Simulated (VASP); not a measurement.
# BaS: single point with PBE

BaS:

```
Ba S
1.0
     0.00000    3.19375    3.19375
     3.19375    0.00000    3.19375
     3.19375    3.19375    0.00000
Ba S
1 1
Direct
  0.00000 0.00000 0.00000
  0.50000 0.50000 0.50000
```

| Quantity | Value |
| --- | --- |
| Program | VASP 6.6.1 |
| Task | single point |
| Functional | PBE |
| Potentials or basis | VASP PAW PBE potentials, release 64 (Ba_sv, S) |
| Cutoff | 520 eV |
| k mesh | 3 × 3 × 3 |
| Occupations | fermi-dirac, width 0.02 eV |
| Spin | no spin polarisation |
| Dipole correction | no |
| Further INCAR settings | ALGO = Normal; EDIFF = 1e-07; NBANDS = 15 |

- Pressure: 1.7 GPa
- Band gap on the k mesh: 2.40 eV, indirect (least direct gap 2.57 eV)

Levels at points of the mesh, in eV from the valence-band top:
| k point | band 6 | band 7 | band 8 | band 9 | band 10 | band 11 |
| --- | --- | --- | --- | --- | --- | --- |
| (0.00, 0.00, 0.00) | 0.00 | 0.00 | 0.00 | 3.58 | 3.84 | 3.84 |

Wall time 8.6 s on 1 thread of Intel(R) Xeon(R) Platinum 8259CL CPU @ 2.50GHz (Skylake/Cascade Lake), on a shared host, peak memory 0.19 GiB.

Caveat: the k points lie up to 0.57 Å⁻¹ apart; spin-orbit coupling is left out, which moves the levels of the heavy elements. A k mesh can miss the band edges.
